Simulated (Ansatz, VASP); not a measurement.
## Two plane-wave programs on Be3ZnO

```
CELL_PARAMETERS angstrom
3.77331 0.00000 0.00000
-1.88665 3.26778 0.00000
0.00000 0.00000 4.17083
ATOMIC_POSITIONS crystal
Be 0.00000 0.00000 0.26963
Be 0.00000 0.00000 0.73037
Be 0.33333 0.66667 0.50000
Zn 0.66667 0.33333 0.50000
O 0.33333 0.66667 0.00000
```

Alike in both runs: functional PBE; k mesh 6 × 6 × 4; occupations gaussian, width 0.1 eV; no spin polarisation.

Ansatz relaxed the structure, and its values are those at the end. VASP's run is a single point on that final structure, the one shown.

|  | VASP | Ansatz |
| --- | --- | --- |
| version | VASP 6.6.1 | Ansatz 0.2.0 |
| potentials or method | VASP PAW PBE potentials, release 64 (Be, Zn, O), cutoff 520 eV | scalar-relativistic, plane waves, PAW |
| valence electrons in the cell | 24 | 24 |

|  | VASP | Ansatz | Ansatz less VASP |
| --- | --- | --- | --- |
| gap on the k mesh at the Fermi level (eV) | none | none | - |
| pressure (GPa) | 0.2 | 0.1 | -0.15 |
| rms of the force components (eV/Å) | 0.010 | 0.000 | -0.0098 |

A gap of «none» marks a metal or a gap that the smearing closes.

The k mesh is coarse, so the values compare programs but aren't converged.
